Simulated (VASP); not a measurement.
Runs of VASP 6.6.1 on TaN. The structure is that of space group P-6m2 (No. 187), or close to it. The cells are those of the table. 

```csv
potentials or basis,cell,gap on the mesh (eV),pressure (GPa),largest force (eV/Å)
"VASP PAW LDA potentials, release 64 (Ta_pv, N)","a = 2.938, b = 2.913, c = 2.883 Å, angles 89.6, 88.8, 119.1°, 2 atoms",none,(a),0.02
"VASP PAW LDA potentials, release 64 (Ta_sv_GW, N)","a = 2.957, b = 2.957, c = 2.902 Å, angles 90.0, 90.0, 120.0°, 2 atoms",none,(b),-
"VASP PAW LDA potentials, release 64 (Ta_pv, N)","a = 2.938, b = 2.925, c = 2.883 Å, angles 89.8, 89.4, 119.6°, 2 atoms",none,-9.7,0.01
"VASP PAW LDA potentials, release 64 (Ta_sv_GW, N)","a = 2.938, b = 2.938, c = 2.883 Å, angles 90.0, 90.0, 120.0°, 2 atoms",none,-10.8,-
"VASP PAW LDA potentials, release 64 (Ta_sv_GW, N)","a = 2.898, b = 2.898, c = 2.844 Å, angles 90.0, 90.0, 120.0°, 2 atoms",none,4.2,-
"VASP PAW LDA potentials, release 64 (Ta_sv_GW, N)","a = 2.878, b = 2.878, c = 2.824 Å, angles 90.0, 90.0, 120.0°, 2 atoms",none,13.0,-
"VASP PAW LDA potentials, release 64 (Ta_sv_GW, N)","a = 2.938, b = 2.938, c = 2.825 Å, angles 90.0, 90.0, 120.0°, 2 atoms",none,-3.0,-
```

Alike in all rows: task electric field gradients; level LDA; no spin polarisation; k mesh 12 × 12 × 10; cutoff (eV) 520; smearing fermi-dirac 0.02 eV.

Question: Estimate the missing entries.

Answer: (a) -9.4; (b) -17.2.

Caveats: spin-orbit coupling is left out, which moves the levels of the heavy elements; the cell stands under tension (at least some runs); the cell stands under pressure (at least some runs); the stress differs along the axes, from -7 to 6 GPa (at least some runs).

A k mesh can miss the band edges, and the runs leave out spin-orbit coupling on Ta.

A gap of «none» marks levels without a gap at the run's occupations.

The runs don't all hold the same shells in valence.
